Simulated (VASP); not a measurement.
Here is a VASP 6.6.1 calculation.

INCAR

```
PREC = Accurate
ENCUT = 520
EDIFF = 1E-7
ISMEAR = 0
SIGMA = 0.15
LREAL = F
LASPH = T
NELM = 60
ALGO = Fast
ISIF = 2
LWAVE = F
LCHARG = F
GGA = PS
NBANDS = 30
```

File KPOINTS:

```
Automatic mesh
0
Gamma
  17 17 5
```

File POSCAR:

```
Au
1.0
   -1.6572690000      1.6572690000     -1.6572690000
   -1.6572690000     -1.6572690000      1.6572690000
    0.0000000000      8.7503963436      8.7503963436
Au
4
Direct
    0.0000000000      0.0000000000      0.6628775740
    0.5000000000      0.5000000000      0.0946967963
    0.0000000000      0.0000000000      0.2840903889
    0.5000000000      0.5000000000      0.4734839814
```

Potentials or basis: VASP PAW PBE potentials, release 64 (Au).

The run is started by

```console
$ cat potpaw_PBE.64/Au/POTCAR > POTCAR
$ mpirun -np 1 vasp_std > vasp.out
```

**Question.** Estimate the largest force.

**Answer.** 0.430 eV/Å.

**Question.** Predict the band gap on the k mesh.

**Answer.** Zero (bands 22 and 23 overlap by 4.97 eV).

**Question.** Predict the pressure.

**Answer.** -8.8 GPa.

Stress tensor (GPa, compression positive):
```
-10.18   0.00   0.00
  0.00  -8.06   2.25
  0.00   2.25  -8.06
```

Caveat: the cell differs from its parent crystal (the distance across one plane changed); the cell stands under tension; the PAW data sets were made with another functional, which shifts forces and pressure a little; spin-orbit coupling is left out, which moves the levels of the heavy elements.
